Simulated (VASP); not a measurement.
# GaSb (F-43m) in VASP: notebook

GaSb is run at these levels: PBE; tasks: single point.

Everything below comes from runs of VASP 6.6.1. Logs are shortened: lines on timing, memory, paths and dates and some standing lists are left out, and cuts for length are marked.

## Step 1: The cell of the first run

Symmetry: F-43m, No. 216, cubic system. Conventional cell: a = 6.009 Å, b = 6.009 Å, c = 6.009 Å, α = 90.00°, β = 90.00°, γ = 90.00°. Ga (site symmetry -43m) has 4 Sb at 2.60 Å within 3.4 Å. Within 3.4 Å of Sb (site symmetry -43m) lie 4 Ga at 2.60 Å.

## Step 2: Single point, PBE (strain -2.0%)

INCAR reads:

```
  PREC = Accurate
  ENCUT = 500
  EDIFF = 1E-6
  ISMEAR = -1
  SIGMA = 0.02
  LREAL = False
  LASPH = True
  NELM = 120
  ALGO = Normal
  ISIF = 2
  LWAVE = False
  LCHARG = False
  GGA = PE
  NBANDS = 21
  GGA_COMPAT = False
```

KPOINTS reads:

```
Automatic mesh
0
Gamma
  8 8 8
```

POSCAR reads:

```
GaSb
1.0
    0.0000000000      3.0045612220      3.0045612220
    3.0045612220      0.0000000000      3.0045612220
    3.0045612220      3.0045612220      0.0000000000
Ga Sb
1 1
Direct
    0.0000000000      0.0000000000      0.0000000000
    0.2500000000      0.2500000000      0.2500000000
```

Potentials or basis: VASP PAW PBE potentials, release 64 (Ga_d, Sb_d_GW).

Command:

```sh
$ cat potpaw_PBE.64/Ga_d/POTCAR potpaw_PBE.64/Sb_d_GW/POTCAR > POTCAR
$ mpirun -np 1 vasp_std > vasp.out
```

OUTCAR:

```text
PREC = Accurate
   ENCUT = 500
   EDIFF = 1E-6
   ISMEAR = -1
   LREAL = False
   LASPH = True
   NELM = 120
   ISIF = 2
   GGA = PE

 ion  position               nearest neighbor table
   1  0.000  0.000  0.000-   2 2.60   2 2.60   2 2.60   2 2.60
   2  0.250  0.250  0.250-   1 2.60   1 2.60   1 2.60   1 2.60

  LATTYP: Found a face centered cubic cell.
 ALAT       =     6.0091224440

  Lattice vectors:

 A1 = (   0.0000000000,   3.0045612220,   3.0045612220)
 A2 = (   3.0045612220,   0.0000000000,   3.0045612220)
 A3 = (   3.0045612220,   3.0045612220,   0.0000000000)

Analysis of symmetry for initial positions (statically):
=====================================================================
 Subroutine PRICEL returns:
 Original cell was already a primitive cell.

 Routine SETGRP: Setting up the symmetry group for a
 face centered cubic supercell.

 Subroutine GETGRP returns: Found 24 space group operations
 (whereof 24 operations were pure point group operations)
 out of a pool of 48 trial point group operations.

The static configuration has the point symmetry T_d .

Analysis of symmetry for dynamics (positions and initial velocities):
=====================================================================
 Subroutine PRICEL returns:
 Original cell was already a primitive cell.

 Routine SETGRP: Setting up the symmetry group for a
 face centered cubic supercell.

 Subroutine GETGRP returns: Found 24 space group operations
 (whereof 24 operations were pure point group operations)
 out of a pool of 48 trial point group operations.

The dynamic configuration has the point symmetry T_d .

 Subroutine INISYM returns: Found 24 space group operations
 (whereof 24 operations are pure point group operations),
 and found     1 'primitive' translations

----------------------------------------------------------------------------------------

                                     Primitive cell

  volume of cell :      54.2467

  direct lattice vectors                    reciprocal lattice vectors
     0.000000000  3.004561222  3.004561222    -0.166413650  0.166413650  0.166413650
     3.004561222  0.000000000  3.004561222     0.166413650 -0.166413650  0.166413650
     3.004561222  3.004561222  0.000000000     0.166413650  0.166413650 -0.166413650

  length of vectors
[... 71 lines left out ...]
   NGXF,Y,Z  is equivalent  to a cutoff of  25.04, 25.04, 25.04 a.u.
 SYSTEM =  unknown system
   PREC   = accura    normal or accurate (medium, high low for compatibility)
   ISTART =      0    job   : 0-new  1-cont  2-samecut
   ICHARG =      2    charge: 1-file 2-atom 10-const
   ISPIN  =      1    spin polarized calculation?
   LNONCOLLINEAR =      F non collinear calculations
   LSORBIT =      F    spin-orbit coupling
   LASPH  =      T    aspherical Exc in radial PAW
   ENCUT  =  500.0 eV  36.75 Ry    6.06 a.u.   7.75  7.75  7.75*2*pi/ulx,y,z
   NELM   =    120;   NELMIN=  2; NELMDL= -5     # of ELM steps
   EDIFF  = 0.1E-05   stopping-criterion for ELM
   LREAL  =      F    real-space projection
   EDIFFG = 0.1E-04   stopping-criterion for IOM
   NSW    =      0    number of steps for IOM
   IBRION =     -1    ionic relax: 0-MD 1-quasi-New 2-CG
   NFREE  =      0    steps in history (QN), initial steepest desc. (CG)
   ISIF   =      2    stress and relaxation
   ISYM   =      2    0-nonsym 1-usesym 2-fastsym
   POTIM  = 0.5000    time-step for ionic-motion
   TEBEG  =    0.0;   TEEND  =   0.0 temperature during run
   PSTRESS=    0.0 pullay stress
   NELECT =      28.0000    total number of electrons
   NUPDOWN=      -1.0000    fix difference up-down
   EMIN   =  10.00;   EMAX   =-10.00  energy-range for DOS
   EFERMI =   0.00;   METHOD = LEGACY
   ISMEAR =    -1;   SIGMA  =   0.02  broadening in eV -4-tet -1-fermi 0-gaus
   EFERMI_NEDOS =   21; number of points for ismear=-14 and -15
   IALGO  =     38    algorithm
   IMIX   =      4    mixing-type and parameters
     AMIX     =   0.40;   BMIX     =  1.00
     AMIX_MAG =   1.60;   BMIX_MAG =  1.00
  volume/ion in A,a.u.               =      27.12       183.04
  Fermi-wavevector in a.u.,A,eV,Ry     =   1.313217  2.481620 23.463771  1.724539
  Thomas-Fermi vector in A             =   2.443555
   LORBIT       =      0    0 simple, 1 ext, 2 COOP (PROOUT), +10 PAW based schemes
   GGA     = PE    functional components
   LHFCALC =     F    Hartree Fock is set to
   AEXX    =    0.0000 exact exchange contribution
   IVDW    =     0    specifies the selected vdW correction
   LEPSILON=     F    determine dielectric tensor
   LRPA    =     F    only Hartree local field effects (RPA)
 non-spin polarized calculation
  energy-cutoff  :      500.00
  volume of cell :       54.25
 maximum number of plane-waves:      1411
   NGX = 15   NGY = 15   NGZ = 15

 number of electron      28.0000003 magnetization

 Free energy of the ion-electron system (eV)
  ---------------------------------------------------
  ext. energy  EPLUGINS =         0.00000000
  ---------------------------------------------------
  free energy    TOTEN  =        -7.29090661 eV

  energy without entropy =       -7.29090652  energy(sigma->0) =       -7.29090657

 E-fermi :   4.5815     XC(G=0):  -9.5301

 val. band max:        4.3595856151   @ k =   0.0000   0.0000   0.0000
 cond. band min:       4.7818983636   @ k =   0.0000   0.0000   0.0000
 fundamental gap:      0.4223127485
 Fermi energy:         4.5814682085

 k-point     1 :       0.0000    0.0000    0.0000
  band No.  band energies     occupation
      1     -24.5002      2.00000
      2     -24.5002      2.00000
      3     -24.5002      2.00000
      4     -24.4762      2.00000
      5     -24.4762      2.00000
      6     -10.7812      2.00000
[... 565 lines left out ...]
     20      14.1832      0.00000
     21      14.8222      0.00000

 [... further k-points ...]
[... 5 lines left out ...]
  --------------------------------------------------------------------------------------
  -------------------------------------------------------------------------------------
  Total        1.9166024      1.9166024      1.9166024      0.0000000      0.0000000     -0.0000000
  in kB       56.6069090     56.6069090     56.6069090      0.0000000      0.0000000     -0.0000000
  external PRESSURE =      56.6069090 kB  Pullay stress =       0.0000000 kB

 VOLUME and BASIS-vectors are now :
 -----------------------------------------------------------------------------
  energy-cutoff  :      500.00
  volume of cell :       54.25
      direct lattice vectors                 reciprocal lattice vectors
     0.000000000  3.004561222  3.004561222    -0.166413650  0.166413650  0.166413650
     3.004561222  0.000000000  3.004561222     0.166413650 -0.166413650  0.166413650
     3.004561222  3.004561222  0.000000000     0.166413650  0.166413650 -0.166413650

 POSITION                                       TOTAL-FORCE (eV/Angst)
 -----------------------------------------------------------------------------------
      0.00000      0.00000      0.00000         0.000000     -0.000000     -0.000000
      1.50228      1.50228      1.50228        -0.000000      0.000000      0.000000
 -----------------------------------------------------------------------------------
    total drift:                               -0.000000     -0.000000      0.000000

  FREE ENERGIE OF THE ION-ELECTRON SYSTEM (eV)
  ---------------------------------------------------
  free  energy   TOTEN  =        -7.2909066073 eV

  energy  without entropy=       -7.2909065245  energy(sigma->0) =       -7.29090657
```

stdout:

```text
POSCAR found type information on POSCAR GaSb
 POSCAR found :  2 types and       2 ions
 scaLAPACK will be used
 LDA part: xc-table for (Slater+PW92), standard interpolation
 POSCAR, INCAR and KPOINTS ok, starting setup
 FFT: planning ... GRIDC
 FFT: planning ... GRID_SOFT
 FFT: planning ... GRID
 WAVECAR not read
 entering main loop
```

Run time: 13 s. Hardware: 1 thread of Intel Xeon Platinum 8559C (Emerald Rapids), shared host; peak memory 0.2 GiB.

What came out:

```
Free energy            : -7.2909 eV
Pressure               : 5.7 GPa
Band gap on the k mesh : 0.42 eV
```

Levels at points of the mesh, in eV from the valence-band top:
| k point | band 10 | band 11 | band 12 | band 13 | band 14 | band 15 | band 16 | band 17 | band 18 | band 19 |
| --- | --- | --- | --- | --- | --- | --- | --- | --- | --- | --- |
| (0.00, 0.00, 0.00) | -15.08 | -11.86 | 0.00 | 0.00 | 0.00 | 0.42 | 2.77 | 2.77 | 2.77 | 5.87 |
| (0.50, 0.00, 0.00) | -15.08 | -10.10 | -6.63 | -1.24 | -1.24 | 0.52 | 3.76 | 3.76 | 6.44 | 9.71 |
| (0.50, 0.50, 0.00) | -15.08 | -9.19 | -7.05 | -2.76 | -2.76 | 0.85 | 1.16 | 9.08 | 9.08 | 10.54 |

Caveat: the cell differs from its parent crystal (strain -2.0%); the cell stands under pressure; semilocal functionals underestimate gaps, and a narrow one can read as zero; spin-orbit coupling is left out, which moves the levels of the heavy elements. A k mesh can miss the band edges.

## Step 3: Single point, PBE (strain -1.0%)

INCAR reads:

```
PREC = Accurate ; ENCUT = 500
EDIFF = 1E-6 ; ISMEAR = -1
SIGMA = 0.02 ; LREAL = False
LASPH = True ; NELM = 120
ALGO = Normal ; ISIF = 2
LWAVE = False ; LCHARG = True
GGA = PE ; LELF = True
LVHAR = True ; NBANDS = 21
GGA_COMPAT = False
```

KPOINTS is that of step 2.

POSCAR reads:

```
GaSb
1.0
    0.0000000000      3.0352200099      3.0352200099
    3.0352200099      0.0000000000      3.0352200099
    3.0352200099      3.0352200099      0.0000000000
Ga Sb
1 1
Direct
    0.0000000000      0.0000000000      0.0000000000
    0.2500000000      0.2500000000      0.2500000000
```

Potentials or basis: VASP PAW PBE potentials, release 64 (Ga_d, Sb_d_GW).

Command:

```sh
$ cat potpaw_PBE.64/Ga_d/POTCAR potpaw_PBE.64/Sb_d_GW/POTCAR > POTCAR
$ mpirun -np 1 vasp_std > vasp.out
```

It took 13 s on 1 thread of Intel Xeon 6975P-C (Granite Rapids), shared host; peak memory 0.2 GiB.

Results (log left out):

```
Free energy            : -7.3401 eV
Pressure               : 3.6 GPa
Band gap on the k mesh : 0.20 eV
```

Levels at points of the mesh, in eV from the valence-band top:
```tsv
k point	band 11	band 12	band 13	band 14	band 15	band 16	band 17	band 18
(0.00, 0.00, 0.00)	-11.64	0.00	0.00	0.00	0.20	2.78	2.78	2.78
(0.50, 0.00, 0.00)	-9.96	-6.47	-1.19	-1.19	0.46	3.77	3.77	6.47
(0.50, 0.50, 0.00)	-9.10	-6.91	-2.65	-2.65	0.89	1.22	8.87	8.87
```

Caveat: the cell differs from its parent crystal (strain -1.0%); the cell stands under pressure; semilocal functionals underestimate gaps, and a narrow one can read as zero; spin-orbit coupling is left out, which moves the levels of the heavy elements.

## Step 4: Single point, PBE (strain -3.0%)

INCAR reads:

```
ALGO = Normal
EDIFF = 1E-6
ENCUT = 500
GGA = PE
GGA_COMPAT = F
ISIF = 2
ISMEAR = -1
LASPH = T
LCHARG = T
LELF = T
LREAL = F
LVHAR = T
LWAVE = F
NBANDS = 21
NELM = 120
PREC = Accurate
SIGMA = 0.02
```

KPOINTS reads:

```
k-points
0
Gamma
  8 8 8
```

POSCAR reads:

```
GaSb
1.0
    0.0000000000      2.9739024340      2.9739024340
    2.9739024340      0.0000000000      2.9739024340
    2.9739024340      2.9739024340      0.0000000000
Ga Sb
1 1
Direct
    0.0000000000      0.0000000000      0.0000000000
    0.2500000000      0.2500000000      0.2500000000
```

Command:

```sh
$ cat potpaw_PBE.64/Ga_d/POTCAR potpaw_PBE.64/Sb_d_GW/POTCAR > POTCAR
$ mpirun -np 1 vasp_std > vasp.out
```

Wall time 14 s (1 thread of Intel Xeon 6975P-C (Granite Rapids), shared host); peak memory 0.2 GiB.

It converged, with:

- Free energy: -7.2204 eV
- Pressure: 8.0 GPa
- Band gap on the k mesh: 0.59 eV (least direct gap 0.65 eV)

Levels at points of the mesh, in eV from the valence-band top:
```
           k point  band 10  band 11  band 12  band 13  band 14  band 15  band 16  band 17  band 18  band 19
(0.00, 0.00, 0.00)   -15.15   -12.10     0.00     0.00     0.00     0.65     2.76     2.76     2.76     5.89
(0.50, 0.00, 0.00)   -15.15   -10.25    -6.80    -1.29    -1.29     0.59     3.76     3.76     6.41     9.89
(0.50, 0.50, 0.00)   -15.15    -9.30    -7.20    -2.88    -2.88     0.81     1.09     9.29     9.29    10.82
```

Caveat: the cell differs from its parent crystal (strain -3.0%); the cell stands under pressure; semilocal functionals underestimate gaps, and a narrow one can read as zero; spin-orbit coupling is left out, which moves the levels of the heavy elements.

## Step 5: Overview

```csv
cell,gap on the mesh (eV),pressure (GPa)
"a = 4.249 Å, angles 60.0°, 2 atoms",0.42,5.7
"a = 4.292 Å, angles 60.0°, 2 atoms",0.20,3.6
"a = 4.206 Å, angles 60.0°, 2 atoms",0.59,8.0
```

Alike in all rows: task single point; level PBE; potentials or basis VASP PAW PBE potentials, release 64 (Ga_d, Sb_d_GW); no spin polarisation; k mesh 8 × 8 × 8; cutoff (eV) 500; smearing fermi-dirac 0.02 eV.

Caveats: the cell stands under pressure; semilocal functionals underestimate gaps, and a narrow one can read as zero; spin-orbit coupling is left out, which moves the levels of the heavy elements.

Absolute energies hang on the potentials; compare differences alone.
